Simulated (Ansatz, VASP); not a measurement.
# C: VASP beside Ansatz

Contents of INCAR:

```
SYSTEM = C
ALGO     = Normal         ! electronic algorithm
EDIFF    = 1E-6           ! SCF threshold, eV
ENCUT    = 600            ! plane-wave cutoff, eV
GGA      = CA             ! functional
GGA_COMPAT= .False.      
ISIF     = 2              ! what is computed and relaxed
ISMEAR   = 0              ! smearing method
LASPH    = .True.         ! aspherical terms in the spheres
LCHARG   = .False.        ! write CHGCAR
LREAL    = .False.        ! projectors in reciprocal space
LWAVE    = .False.        ! write WAVECAR
NBANDS   = 11             ! bands
NELM     = 120            ! most SCF steps
PREC     = Accurate       ! precision mode
SIGMA    = 0.02           ! smearing width, eV
```

KPOINTS

```
k-points
0
Gamma
  12 12 12
  0 0 0
```

POSCAR

```
C
1.0
    0.0000000000      1.8632071500      1.8632071500
    1.8632071500      0.0000000000      1.8632071500
    1.8632071500      1.8632071500      0.0000000000
C
2
Direct
    0.5000000000      0.5000000000      0.5000000000
    0.7500000000      0.7500000000      0.7500000000
```

Input for Ansatz:

```yaml
crystal:
  lattice:
    - [0.0, 1.86320715, 1.86320715]
    - [1.86320715, 0.0, 1.86320715]
    - [1.86320715, 1.86320715, 0.0]
  atoms:
    - { symbol: C, position: [0.5, 0.5, 0.5] }
    - { symbol: C, position: [0.75, 0.75, 0.75] }
basis:
  ecutwfc: 420
kpoints:
  mp_grid: { grid: [12, 12, 12] }
hamiltonian:
  xc: lda
scf:
  occupations: { method: gaussian, width: 0.02 }
output:
  forces: true
  stress: true
  eigenvalues: true
  populations: true
```

Alike in both runs: task single point; functional LDA; k mesh 12 × 12 × 12; occupations gaussian, width 0.02 eV; no spin polarisation.

|  | VASP | Ansatz |
| --- | --- | --- |
| version | VASP 6.6.1 | Ansatz 0.2.0 |
| potentials or method | VASP PAW LDA potentials, release 64 (C), cutoff 600 eV | scalar-relativistic, plane waves, PAW |
| valence electrons in the cell | 8 | 8 |

```csv
,VASP,Ansatz,Ansatz less VASP
gap on the k mesh at the Fermi level (eV),3.81,3.82,+0.008
least direct gap on the mesh (eV),5.18,5.18,+0.004
pressure (GPa),-55.4,-55.8,-0.35
```

LDA's correlation is that of Perdew and Zunger in VASP and of Perdew and Wang (1992) in Ansatz. Both programs put the cell under strong tension, so it lies far from rest at this level.

Noted on VASP's run: the cell as given lies far from equilibrium.
